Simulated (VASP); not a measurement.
# Fe (P6_3/mmc) in VASP: a series of runs, part 2 of 2

VASP 6.6.1. The steps go on from the part before.

### 4 Single point, revPBE

This run uses another cell than the first one, of 10.42 Å³/atom.

File INCAR:

```
SYSTEM = Fe
ALGO = Normal
EDIFF = 1E-6
ENCUT = 520
GGA = RE
ISIF = 2
ISMEAR = -1
LASPH = .TRUE.
LCHARG = .TRUE.
LELF = .TRUE.
LREAL = .FALSE.
LVHAR = .TRUE.
LWAVE = .FALSE.
NBANDS = 24
NELM = 60
PREC = Accurate
SIGMA = 0.1
```

File KPOINTS:

```
k-points
0
G
  19 19 6
  0 0 0
```

File POSCAR:

```
Fe
1.0
    2.4634758803      0.0000000000      0.0000000000
   -1.2317379402      2.1334326940      0.0000000000
    0.0000000000      0.0000000000      7.9300224842
Fe
4
Direct
    1.0000000000      1.0000000000      0.0000000000
    1.0000000000      1.0000000000      0.5000000000
    0.3333333333      0.6666666667      0.2500000000
    0.6666666667      0.3333333333      0.7500000000
```

Potentials or basis: VASP PAW PBE potentials, release 64 (Fe).

Run with:

```sh
$ cat potpaw_PBE.64/Fe/POTCAR > POTCAR
$ mpirun -np 1 vasp_std > vasp.out
```

OUTCAR:

```text
SYSTEM = Fe
   EDIFF = 1E-6
   ENCUT = 520
   GGA = RE
   ISIF = 2
   ISMEAR = -1
   LASPH = .TRUE.
   LREAL = .FALSE.
   NELM = 60
   PREC = Accurate

 ion  position               nearest neighbor table
   1  0.000  0.000  0.000-   3 2.44   4 2.44   4 2.44   3 2.44   4 2.44   3 2.44
   2  0.000  0.000  0.500-   3 2.44   4 2.44   4 2.44   3 2.44   4 2.44   3 2.44
   3  0.333  0.667  0.250-   1 2.44   2 2.44   1 2.44   2 2.44   1 2.44   2 2.44
   4  0.667  0.333  0.750-   1 2.44   2 2.44   1 2.44   2 2.44   1 2.44   2 2.44

  LATTYP: Found a hexagonal cell.
 ALAT       =     2.4634758803
 C/A-ratio  =     3.2190380055

  Lattice vectors:

 A1 = (   2.4634758803,   0.0000000000,   0.0000000000)
 A2 = (  -1.2317379402,   2.1334326940,   0.0000000000)
 A3 = (   0.0000000000,   0.0000000000,   7.9300224842)

Analysis of symmetry for initial positions (statically):
=====================================================================
 Subroutine PRICEL returns:
 Original cell was already a primitive cell.

 Routine SETGRP: Setting up the symmetry group for a
 hexagonal supercell.

 Subroutine GETGRP returns: Found 24 space group operations
 (whereof 12 operations were pure point group operations)
 out of a pool of 24 trial point group operations.

The static configuration has the point symmetry D_3d.
 The point group associated with its full space group is D_6h.

Analysis of symmetry for dynamics (positions and initial velocities):
=====================================================================
 Subroutine PRICEL returns:
 Original cell was already a primitive cell.

 Routine SETGRP: Setting up the symmetry group for a
 hexagonal supercell.

 Subroutine GETGRP returns: Found 24 space group operations
 (whereof 12 operations were pure point group operations)
 out of a pool of 24 trial point group operations.

The dynamic configuration has the point symmetry D_3d.
 The point group associated with its full space group is D_6h.

 Subroutine INISYM returns: Found 24 space group operations
 (whereof 12 operations are pure point group operations),
[... 120 lines left out ...]
     AMIX_MAG =   1.60;   BMIX_MAG =  1.00
  volume/ion in A,a.u.               =      10.42        70.31
  Fermi-wavevector in a.u.,A,eV,Ry     =   1.499078  2.832847 30.575491  2.247235
  Thomas-Fermi vector in A             =   2.610754
   LORBIT       =      0    0 simple, 1 ext, 2 COOP (PROOUT), +10 PAW based schemes
   GGA     = RE    functional components
   LHFCALC =     F    Hartree Fock is set to
   AEXX    =    0.0000 exact exchange contribution
   IVDW    =     0    specifies the selected vdW correction
   LEPSILON=     F    determine dielectric tensor
   LRPA    =     F    only Hartree local field effects (RPA)
 non-spin polarized calculation
  energy-cutoff  :      520.00
  volume of cell :       41.68
 maximum number of plane-waves:      1147
   NGX =  9   NGY =  9   NGZ = 29

 number of electron      32.0000019 magnetization

 Free energy of the ion-electron system (eV)
  ---------------------------------------------------
  ext. energy  EPLUGINS =         0.00000000
  ---------------------------------------------------
  free energy    TOTEN  =       -30.73404561 eV

  energy without entropy =      -30.50306325  energy(sigma->0) =      -30.61855443

 E-fermi :   6.7316     XC(G=0): -13.6022

 val. band max:        6.7302708674   @ k =   0.0526   0.0526   0.1667
 cond. band min:       6.7382925535   @ k =   0.3158   0.2632   0.3333
 fundamental gap:      0.0080216861
 Fermi energy:         6.7316403815

 k-point     1 :       0.0000    0.0000    0.0000
  band No.  band energies     occupation
      1      -2.0399      2.00000
      2       0.3108      2.00000
      3       0.3162      2.00000
      4       1.9618      2.00000
      5       4.6629      2.00000
      6       4.6681      2.00000
[... 637 lines left out ...]
     23       8.9537      0.00000
     24      14.7633      0.00000

 [... further k-points ...]

------------------------ aborting loop because EDIFF is reached ----------------------------------------

  FORCE on cell =-STRESS in cart. coord.  units (eV):
  Direction    XX          YY          ZZ          XY          YZ          ZX
  --------------------------------------------------------------------------------------
  -------------------------------------------------------------------------------------
  Total       -0.1420746     -0.1420746     -0.1571931      0.0000000     -0.0000000      0.0000000
  in kB       -5.4616692     -5.4616692     -6.0428588      0.0000000     -0.0000000      0.0000000
  external PRESSURE =      -5.6553990 kB  Pullay stress =       0.0000000 kB

 VOLUME and BASIS-vectors are now :
 -----------------------------------------------------------------------------
  energy-cutoff  :      520.00
  volume of cell :       41.68
      direct lattice vectors                 reciprocal lattice vectors
     2.463475880  0.000000000  0.000000000     0.405930502  0.234364084  0.000000000
    -1.231737940  2.133432694  0.000000000     0.000000000  0.468728169  0.000000000
     0.000000000  0.000000000  7.930022484     0.000000000  0.000000000  0.126103047

 POSITION                                       TOTAL-FORCE (eV/Angst)
 -----------------------------------------------------------------------------------
      0.00000      0.00000      0.00000        -0.000000      0.000000      0.000000
      0.00000      0.00000      3.96501        -0.000000      0.000000      0.000000
     -0.00000      1.42229      1.98251         0.000000      0.000000      0.000000
      1.23174      0.71114      5.94752        -0.000000     -0.000000     -0.000000
 -----------------------------------------------------------------------------------
    total drift:                                0.000000     -0.000000      0.000000

  FREE ENERGIE OF THE ION-ELECTRON SYSTEM (eV)
  ---------------------------------------------------
  free  energy   TOTEN  =       -30.7340456095 eV

  energy  without entropy=      -30.5030632515  energy(sigma->0) =      -30.61855443
```

OSZICAR:

```text
N       E                     dE             d eps       ncg     rms          rms(c)
DAV:   1     0.228270680319E+03    0.22827E+03   -0.14024E+04  7832   0.178E+03
DAV:   2    -0.235677259688E+02   -0.25184E+03   -0.23553E+03  7832   0.349E+02
DAV:   3    -0.365506214412E+02   -0.12983E+02   -0.11488E+02  8424   0.112E+02
DAV:   4    -0.368619463877E+02   -0.31132E+00   -0.30121E+00  7888   0.179E+01
DAV:   5    -0.368650668477E+02   -0.31205E-02   -0.31193E-02  8424   0.153E+00    0.234E+01
DAV:   6    -0.311950327771E+02    0.56700E+01   -0.42277E+01  7728   0.937E+01    0.429E+00
DAV:   7    -0.308823810224E+02    0.31265E+00   -0.29887E+00  8192   0.269E+01    0.478E+00
DAV:   8    -0.309929581868E+02   -0.11058E+00   -0.14063E+00  8800   0.229E+01    0.686E+00
DAV:   9    -0.307524325796E+02    0.24053E+00   -0.41174E-01  9336   0.127E+01    0.714E-01
DAV:  10    -0.307362966371E+02    0.16136E-01   -0.22304E-02  8624   0.158E+00    0.190E-01
DAV:  11    -0.307340322222E+02    0.22644E-02   -0.16740E-03  7704   0.565E-01    0.518E-02
DAV:  12    -0.307340566186E+02   -0.24396E-04   -0.13057E-04  8200   0.172E-01    0.212E-02
DAV:  13    -0.307340480585E+02    0.85601E-05   -0.71247E-06  7776   0.443E-02    0.603E-03
DAV:  14    -0.307340450080E+02    0.30505E-05   -0.44371E-07  3904   0.878E-03    0.228E-03
DAV:  15    -0.307340456095E+02   -0.60156E-06   -0.94304E-08  3904   0.410E-03
   1 F= -.30734046E+02 E0= -.30618554E+02  d E =-.230982E+00
```

It took 3.1 min on 1 thread of Intel Xeon 8259CL, shared host; peak memory 0.24 GiB.

Results:

```
Free energy            : -30.7340 eV
Pressure               : -0.6 GPa
Band gap on the k mesh : zero (bands 16 and 17 overlap by 1.65 eV)
```

Levels at points of the mesh, in eV from the Fermi level:
```tsv
k point	band 14	band 15	band 16	band 17	band 18	band 19
(0.00, 0.00, 0.00)	-1.28	-1.28	-0.45	-0.45	-0.02	-0.02
(0.00, 0.00, 0.50)	-1.47	-1.17	-1.17	-0.21	-0.21	-0.21
```

Caveat: the PAW data sets were made with another functional, which shifts forces and pressure a little; the run has no spin polarisation, though such a crystal can be magnetic. Spin polarisation is off, so any magnetic state and its effect on volume and gap are missing.

### 5 The runs side by side

| cell | k mesh | gap on the mesh (eV) | pressure (GPa) |
| --- | --- | --- | --- |
| a = 2.396, b = 2.396, c = 7.713 Å, angles 90.0, 90.0, 120.0°, 4 atoms | 16 × 16 × 5 | none | 26.4 |
| a = 2.558, b = 2.558, c = 8.235 Å, angles 90.0, 90.0, 120.0°, 4 atoms | 16 × 16 × 5 | none | -23.7 |
| a = 2.463, b = 2.463, c = 7.930 Å, angles 90.0, 90.0, 120.0°, 4 atoms | 19 × 19 × 6 | none | -0.6 |

Alike in all rows: task single point; level revPBE; potentials or basis VASP PAW PBE potentials, release 64 (Fe); no spin polarisation; cutoff (eV) 520; smearing fermi-dirac 0.1 eV.

Caveats: the PAW data sets were made with another functional, which shifts forces and pressure a little; the run has no spin polarisation, though such a crystal can be magnetic; the cell stands under pressure (at least some runs); the cell stands under tension (at least some runs).

Total energies depend on the potentials used, so only differences within one code and one set of settings carry meaning.
